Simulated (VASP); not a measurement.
# Be: relaxation of cell and atoms with PBEsol

The system is Be.

```xyz
2
Lattice="2.1584 0.0000 0.0000 -1.0792 1.8693 0.0000 0.0000 0.0000 3.3917" Properties=species:S:1:pos:R:3 pbc="T T T"
Be    0.0000    1.2462    0.8479
Be    1.0792    0.6231    2.5438
```

```json
{"Program": "VASP 6.6.1", "Task": "relaxation of cell and atoms", "Functional": "PBEsol", "Potentials or basis": "VASP PAW PBE potentials, release 64 (Be)", "Cutoff": "600 eV", "k mesh": "12 × 12 × 6", "Occupations": "gaussian, width 0.1 eV", "Spin": "no spin polarisation", "Target pressure": "21.2 GPa", "Dipole correction": "no", "Further INCAR settings": "ALGO = Fast; EDIFF = 1e-07; IBRION = 2; EDIFFG = -0.05; NSW = 80; ISIF = 3"}
```

* Relaxed volume: 6.86 Å³/atom
* Relaxed cell: a = 2.154 Å, b = 2.154 Å, c = 3.413 Å, α = 90.00°, β = 90.00°, γ = 120.00°
* Space group after relaxing (to 0.1 Å): P6_3/mmc (No. 194)
* Energy change on relaxing (the run minimises the enthalpy): -2.7 meV/atom
* Ionic steps: 2
* Pressure after relaxing: 21.0 GPa
* Band gap on the k mesh: zero (bands 2 and 3 overlap by 2.05 eV)

Stress tensor (GPa, compression positive):
```
21.07  0.00  0.00
 0.00 21.07  0.00
 0.00  0.00 20.93
```

Step by step:
```tsv
step	energy change (eV)	largest force (eV/Å)	pressure (GPa)	volume (Å³)
1	0.0000	0.0000	21.61	13.68
2	-0.0055	0.0000	21.02	13.72
```

Final structure:
```
Be
1.0
     2.15431    0.00000    0.00000
    -1.07715    1.86568    0.00000
     0.00000    0.00000    3.41330
Be
2
Direct
  0.33333 0.66667 0.25000
  0.66667 0.33333 0.75000
```

Levels at points of the mesh, in eV from the Fermi level:
```
           k point  band 1  band 2  band 3  band 4  band 5  band 6
(0.00, 0.00, 0.00)  -12.48   -5.41    1.19   17.65   17.65   20.75
(0.50, 0.00, 0.00)   -5.91   -3.59    3.61    6.63    7.33   10.20
(0.00, 0.00, 0.50)  -10.23  -10.23   11.39   11.39   19.48   19.48
(0.50, 0.00, 0.50)   -4.43   -4.43    1.73    1.73   13.07   13.07
```

It took 23 s on 1 thread of AMD EPYC 7571, on a shared host, peak memory 0.09 GiB.

Caveat: the cell is relaxed towards a set pressure, so the run minimises the enthalpy, not the energy; the PAW data sets were made with another functional, which shifts forces and pressure a little.
